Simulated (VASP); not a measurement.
Write the native input for VASP 6.6.1 that does the following.

```
Task                   : single point
Functional             : PBE
Potentials or basis    : VASP PAW PBE potentials, release 64 (B, As)
Cutoff                 : 520 eV
k mesh                 : 6 × 6 × 6
Occupations            : gaussian, width 0.01 eV
Spin                   : no spin polarisation
Dipole correction      : no
Further INCAR settings : ALGO = Normal; EDIFF = 1e-06; NBANDS = 11
```

The structure of BAs lies in POSCAR:

```
BAs
1.0
    0.0000000000      2.3918676041      2.4636236322
    2.3918676041      0.0000000000      2.4636236322
    2.3918676041      2.3918676041      0.0000000000
B As
1 1
Direct
    0.0000000000      0.0000000000      0.0000000000
    0.2500000000      0.2500000000      0.2500000000
```

This cell differs from its parent crystal: uniaxial z strain +3.0%.

The input as run:

INCAR

```
SYSTEM = BAs
PREC = Accurate
ENCUT = 520
EDIFF = 1E-6
ISMEAR = 0
SIGMA = 0.01
LREAL = .False.
LASPH = .True.
NELM = 100
ALGO = Normal
ISIF = 2
LWAVE = .False.
LCHARG = .False.
GGA = PE
NBANDS = 11
```

KPOINTS

```
Automatic mesh
0
Gamma
  6 6 6
  0 0 0
```

Potentials or basis: VASP PAW PBE potentials, release 64 (B, As).

Command:

```bash
$ cat potpaw_PBE.64/B/POTCAR potpaw_PBE.64/As/POTCAR > POTCAR
$ mpirun -np 1 vasp_std > vasp.out
```

It gave:

```
Pressure               : -1.2 GPa
Band gap on the k mesh : 1.08 eV, indirect (least direct gap 3.08 eV)
```

Caveat: the cell differs from its parent crystal (uniaxial z strain +3.0%).

Run time: 15 s on 1 thread of Intel(R) Xeon(R) Platinum 8259CL CPU @ 2.50GHz (Skylake/Cascade Lake) (shared host), peak memory 0.15 GiB.
